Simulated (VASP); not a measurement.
# Al2OsN3 (R-3m) in VASP: notebook

Al2OsN3 is run at these levels: PBE; tasks: single point, relaxation of cell and atoms.

Everything below comes from runs of VASP 6.6.1. Logs are shortened: lines on timing, memory, paths and dates and some standing lists are left out, and cuts for length are marked.

**1. The cell of the first run**

The structure is trigonal, space group R-3m (No. 166). The conventional cell has a = 5.566 Å, b = 5.566 Å, c = 7.572 Å, α = 90.00°, β = 90.00°, γ = 120.00°. Al (site symmetry 3m) has 3 N at 2.02 Å and 1 Os at 2.48 Å and 1 Al at 2.61 Å within 2.7 Å. Within 2.7 Å of Os (site symmetry -3m) lie 6 N at 2.04 Å and 2 Al at 2.48 Å. Within 2.8 Å of N (site symmetry 2/m) lie 2 Al at 2.02 Å and 2 Os at 2.04 Å and 4 N at 2.78 Å.

The cell was generated, and may not be a known phase.

**2. Single point, PBE**

Input file INCAR:

```
PREC = Accurate ; ENCUT = 520
EDIFF = 1E-6 ; ISMEAR = 0
SIGMA = 0.1 ; LREAL = F
LASPH = T ; NELM = 60
ALGO = Normal ; ISIF = 2
LWAVE = F ; LCHARG = F
GGA = PE ; NBANDS = 24
```

Input file KPOINTS:

```
Automatic mesh
0
Gamma
  12 12 12
```

Input file POSCAR:

```
Al2OsN3
1.0
    2.7829080045      1.6067126855      2.5240587425
   -2.7829080045      1.6067126855      2.5240587425
    0.0000000000     -3.2134253711      2.5240587425
Al Os N
2 1 3
Direct
    0.8278300440      0.8278300440      0.8278300440
    0.1721699560      0.1721699560      0.1721699560
    0.5000000000      0.5000000000      0.5000000000
    0.5000000000      0.0000000000      0.5000000000
    0.5000000000      0.5000000000      0.0000000000
    0.0000000000      0.5000000000      0.5000000000
```

Potentials or basis: VASP PAW PBE potentials, release 64 (Al, Os, N).

Command:

```bash
cat potpaw_PBE.64/Al/POTCAR potpaw_PBE.64/Os/POTCAR potpaw_PBE.64/N/POTCAR > POTCAR
mpirun -np 1 vasp_std > vasp.out
```

OUTCAR:

```text
PREC = Accurate
   ENCUT = 520
   EDIFF = 1E-6
   ISMEAR = 0
   LREAL = F
   LASPH = T
   NELM = 60
   ISIF = 2
   GGA = PE

 ion  position               nearest neighbor table
   1  0.828  0.828  0.828-   5 2.02   4 2.02   6 2.02   3 2.48   2 2.61   3 3.21   3 3.21   3 3.21
                             2 3.21   2 3.21   2 3.21
   2  0.172  0.172  0.172-   5 2.02   4 2.02   6 2.02   3 2.48   1 2.61   3 3.21   3 3.21   3 3.21
                             1 3.21   1 3.21   1 3.21
   3  0.500  0.500  0.500-   4 2.04   6 2.04   4 2.04   6 2.04   5 2.04   5 2.04   1 2.48   2 2.48
                             1 3.21   2 3.21   1 3.21   2 3.21   1 3.21   2 3.21
   4  0.500  0.000  0.500-   1 2.02   2 2.02   3 2.04   3 2.04
   5  0.500  0.500  0.000-   1 2.02   2 2.02   3 2.04   3 2.04
   6  0.000  0.500  0.500-   1 2.02   2 2.02   3 2.04   3 2.04

  LATTYP: Found a trigonal (rhomboedric) cell.
 ALAT       =     4.0861932346
 COS(alpha) =     0.0723377269

  Lattice vectors:

 A1 = (   2.7829080045,   1.6067126855,   2.5240587425)
 A2 = (  -2.7829080045,   1.6067126855,   2.5240587425)
 A3 = (   0.0000000000,  -3.2134253711,   2.5240587425)

Analysis of symmetry for initial positions (statically):
=====================================================================
 Subroutine PRICEL returns:
 Original cell was already a primitive cell.

 Routine SETGRP: Setting up the symmetry group for a
 trigonal (rhombohedral) supercell.

 Subroutine GETGRP returns: Found 12 space group operations
 (whereof 12 operations were pure point group operations)
 out of a pool of 12 trial point group operations.

The static configuration has the point symmetry D_3d.

Analysis of symmetry for dynamics (positions and initial velocities):
=====================================================================
 Subroutine PRICEL returns:
 Original cell was already a primitive cell.

 Routine SETGRP: Setting up the symmetry group for a
 trigonal (rhombohedral) supercell.

 Subroutine GETGRP returns: Found 12 space group operations
 (whereof 12 operations were pure point group operations)
 out of a pool of 12 trial point group operations.

The dynamic configuration has the point symmetry D_3d.

 Subroutine INISYM returns: Found 12 space group operations
 (whereof 12 operations are pure point group operations),
 and found     1 'primitive' translations

----------------------------------------------------------------------------------------

                                     Primitive cell

  volume of cell :      67.7155

  direct lattice vectors                    reciprocal lattice vectors
     2.782908004  1.606712686  2.524058742     0.179668174  0.103731469  0.132062431
    -2.782908004  1.606712686  2.524058742    -0.179668174  0.103731469  0.132062431
     0.000000000 -3.213425371  2.524058742     0.000000000 -0.207462937  0.132062431

  length of vectors
     4.086193235  4.086193235  4.086193235     0.245929575  0.245929575  0.245929575

  position of ions in fractional coordinates (direct lattice)
     0.827830044  0.827830044  0.827830044
     0.172169956  0.172169956  0.172169956
     0.500000000  0.500000000  0.500000000
     0.500000000  1.000000000  0.500000000
     0.500000000  0.500000000  1.000000000
     1.000000000  0.500000000  0.500000000

  ion indices of the primitive-cell ions
   primitive index   ion index
                 1           1
                 2           2
                 3           3
                 4           4
                 5           5
                 6           6

----------------------------------------------------------------------------------------

 KPOINTS: Automatic mesh

Automatic generation of k-mesh.
 Grid dimensions read from file:
 generate k-points for:   12   12   12

 Generating k-lattice:

  Cartesian coordinates                     Fractional coordinates (reciprocal lattice)
     0.014972348  0.008644289  0.011005203     0.083333333  0.000000000 -0.000000000
    -0.014972348  0.008644289  0.011005203     0.000000000  0.083333333 -0.000000000
     0.000000000 -0.017288578  0.011005203    -0.000000000 -0.000000000  0.083333333

  Length of vectors
     0.020494131  0.020494131  0.020494131

  Shift w.r.t. Gamma in fractional coordinates (k-lattice)
     0.000000000  0.000000000  0.000000000

 Subroutine IBZKPT returns following result:
 ===========================================

 Found    189 irreducible k-points:

 Following reciprocal coordinates:
            Coordinates               Weight
  0.000000  0.000000  0.000000      1.000000
  0.083333 -0.000000 -0.000000      6.000000
  0.166667 -0.000000  0.000000      6.000000
  0.250000 -0.000000  0.000000      6.000000
  0.333333 -0.000000 -0.000000      6.000000
  0.416667 -0.000000 -0.000000      6.000000
[... 16 lines left out ...]
  0.500000  0.166667  0.000000     12.000000
 -0.416667  0.166667  0.000000     12.000000
 [... further k-points ...]
   k-points           NKPTS =    189   k-points in BZ     NKDIM =    189   number of bands    NBANDS=     24
   number of dos      NEDOS =    301   number of ions     NIONS =      6
   total plane-waves  NPLWV =  27000
   dimension x,y,z NGX =    30 NGY =   30 NGZ =   30
   dimension x,y,z NGXF=    60 NGYF=   60 NGZF=   60
   ions per type =               2   1   3
   NGX,Y,Z   is equivalent  to a cutoff of  12.21, 12.21, 12.21 a.u.
   NGXF,Y,Z  is equivalent  to a cutoff of  24.41, 24.41, 24.41 a.u.
 SYSTEM =  unknown system
   PREC   = accura    normal or accurate (medium, high low for compatibility)
   ISTART =      0    job   : 0-new  1-cont  2-samecut
   ICHARG =      2    charge: 1-file 2-atom 10-const
   ISPIN  =      1    spin polarized calculation?
   LNONCOLLINEAR =      F non collinear calculations
   LSORBIT =      F    spin-orbit coupling
   LASPH  =      T    aspherical Exc in radial PAW
   ENCUT  =  520.0 eV  38.22 Ry    6.18 a.u.   7.60  7.60  7.60*2*pi/ulx,y,z
   NELM   =     60;   NELMIN=  2; NELMDL= -5     # of ELM steps
   EDIFF  = 0.1E-05   stopping-criterion for ELM
   LREAL  =      F    real-space projection
   EDIFFG = 0.1E-04   stopping-criterion for IOM
   NSW    =      0    number of steps for IOM
   IBRION =     -1    ionic relax: 0-MD 1-quasi-New 2-CG
   NFREE  =      0    steps in history (QN), initial steepest desc. (CG)
   ISIF   =      2    stress and relaxation
   ISYM   =      2    0-nonsym 1-usesym 2-fastsym
   POTIM  = 0.5000    time-step for ionic-motion
   TEBEG  =    0.0;   TEEND  =   0.0 temperature during run
   PSTRESS=    0.0 pullay stress
   NELECT =      29.0000    total number of electrons
   NUPDOWN=      -1.0000    fix difference up-down
   EMIN   =  10.00;   EMAX   =-10.00  energy-range for DOS
   EFERMI =   0.00;   METHOD = LEGACY
   ISMEAR =     0;   SIGMA  =   0.10  broadening in eV -4-tet -1-fermi 0-gaus
   EFERMI_NEDOS =   21; number of points for ismear=-14 and -15
   IALGO  =     38    algorithm
   IMIX   =      4    mixing-type and parameters
     AMIX     =   0.40;   BMIX     =  1.00
     AMIX_MAG =   1.60;   BMIX_MAG =  1.00
  volume/ion in A,a.u.               =      11.29        76.16
  Fermi-wavevector in a.u.,A,eV,Ry     =   1.233990  2.331903 20.718011  1.522731
  Thomas-Fermi vector in A             =   2.368698
   LORBIT       =      0    0 simple, 1 ext, 2 COOP (PROOUT), +10 PAW based schemes
   GGA     = PE    functional components
   LHFCALC =     F    Hartree Fock is set to
   AEXX    =    0.0000 exact exchange contribution
   IVDW    =     0    specifies the selected vdW correction
   LEPSILON=     F    determine dielectric tensor
   LRPA    =     F    only Hartree local field effects (RPA)
 non-spin polarized calculation
 Gauss-broadening in eV      SIGMA  =   0.10
  energy-cutoff  :      520.00
  volume of cell :       67.72
 maximum number of plane-waves:      1848
   NGX = 15   NGY = 15   NGZ = 15

 number of electron      29.0000006 magnetization

 Free energy of the ion-electron system (eV)
  ---------------------------------------------------
  ext. energy  EPLUGINS =         0.00000000
  ---------------------------------------------------
  free energy    TOTEN  =       -41.77701095 eV

  energy without entropy =      -41.76264298  energy(sigma->0) =      -41.76982697

 E-fermi :   7.5723     XC(G=0): -11.5028

 val. band max:        7.5709033608   @ k =  -0.3333   0.1667   0.0000
 cond. band min:       7.5731537321   @ k =   0.4167   0.1667  -0.0000
 fundamental gap:      0.0022503713
 Fermi energy:         7.5723100078

 k-point     1 :       0.0000    0.0000    0.0000
  band No.  band energies     occupation
      1      -9.6497      2.00000
      2      -7.4544      2.00000
      3      -7.4544      2.00000
      4       0.1753      2.00000
      5       2.5759      2.00000
      6       2.5759      2.00000
[... 16 lines left out ...]
     23      14.7449      0.00000
     24      14.7452      0.00000

 k-point     2 :       0.0833   -0.0000   -0.0000
  band No.  band energies     occupation
      1      -9.6074      2.00000
      2      -7.4505      2.00000
      3      -7.4462      2.00000
      4       0.1464      2.00000
      5       2.3740      2.00000
      6       2.5703      2.00000
[... 16 lines left out ...]
     23      14.6287      0.00000
     24      15.0874      0.00000

 k-point     3 :       0.1667   -0.0000    0.0000
  band No.  band energies     occupation
      1      -9.4875      2.00000
      2      -7.4396      2.00000
      3      -7.4248      2.00000
      4       0.0628      2.00000
      5       1.9854      2.00000
      6       2.5509      2.00000
[... 16 lines left out ...]
     23      14.3428      0.00000
     24      15.6133      0.00000
[... 514 lines left out ...]
 k-point    23 :       0.5000    0.1667    0.0000
  band No.  band energies     occupation
      1      -8.7348      2.00000
      2      -7.4281      2.00000
      3      -7.2406      2.00000
      4      -0.4958      2.00000
      5       0.2382      2.00000
      6       1.4167      2.00000
[... 16 lines left out ...]
     23      15.9128      0.00000
     24      17.5556      0.00000

 k-point    24 :      -0.4167    0.1667    0.0000
  band No.  band energies     occupation
      1      -8.7745      2.00000
      2      -7.4391      2.00000
      3      -7.2777      2.00000
      4      -0.1656      2.00000
      5       0.2171      2.00000
      6       1.2899      2.00000
[... 16 lines left out ...]
     23      15.7839      0.00000
     24      17.7481      0.00000

 [... further k-points ...]

------------------------ aborting loop because EDIFF is reached ----------------------------------------

  FORCE on cell =-STRESS in cart. coord.  units (eV):
  Direction    XX          YY          ZZ          XY          YZ          ZX
  --------------------------------------------------------------------------------------
  -------------------------------------------------------------------------------------
  Total        0.4961869      0.4961869      0.6551230      0.0000000     -0.0000000      0.0000000
  in kB       11.7400010     11.7400010     15.5004968      0.0000000     -0.0000000      0.0000000
  external PRESSURE =      12.9934996 kB  Pullay stress =       0.0000000 kB

 VOLUME and BASIS-vectors are now :
 -----------------------------------------------------------------------------
  energy-cutoff  :      520.00
  volume of cell :       67.72
      direct lattice vectors                 reciprocal lattice vectors
     2.782908004  1.606712686  2.524058742     0.179668174  0.103731469  0.132062431
    -2.782908004  1.606712686  2.524058742    -0.179668174  0.103731469  0.132062431
     0.000000000 -3.213425371  2.524058742     0.000000000 -0.207462937  0.132062431

 POSITION                                       TOTAL-FORCE (eV/Angst)
 -----------------------------------------------------------------------------------
      0.00000     -0.00000      6.26847         0.000000      0.000000     -0.014410
      0.00000     -0.00000      1.30370         0.000000     -0.000000      0.014410
      0.00000     -0.00000      3.78609         0.000000      0.000000     -0.000000
      1.39145     -0.80336      2.52406         0.000000      0.000000     -0.000000
      0.00000      1.60671      2.52406        -0.000000     -0.000000     -0.000000
     -1.39145     -0.80336      2.52406         0.000000     -0.000000     -0.000000
 -----------------------------------------------------------------------------------
    total drift:                               -0.000000      0.000000      0.000000

  FREE ENERGIE OF THE ION-ELECTRON SYSTEM (eV)
  ---------------------------------------------------
  free  energy   TOTEN  =       -41.7770109521 eV

  energy  without entropy=      -41.7626429831  energy(sigma->0) =      -41.76982697
```

Run time: 5.9 min. Hardware: 1 thread of Intel Xeon 6975P-C (Granite Rapids), shared host; peak memory 0.39 GiB.

What came out:

```
Free energy            : -41.7770 eV
Pressure               : 1.3 GPa
Largest force          : 0.014 eV/Å
Band gap on the k mesh : zero (an odd number of electrons rules out a gap without spin polarisation)
```

Forces in eV/Å, atoms in the order of the input:
```
Al   0.000  0.000 -0.014
Al   0.000  0.000  0.014
Os   0.000  0.000  0.000
N    0.000  0.000  0.000
N    0.000  0.000  0.000
N    0.000  0.000  0.000
```

Caveat: spin-orbit coupling is left out, which moves the levels of the heavy elements; an odd number of electrons without spin polarisation forces a metal; a magnetic or distorted state may lie lower.

(Part 1 of 2 ends here.)

The gap in the log of VASP goes by the Fermi energy; the results here count the filled bands.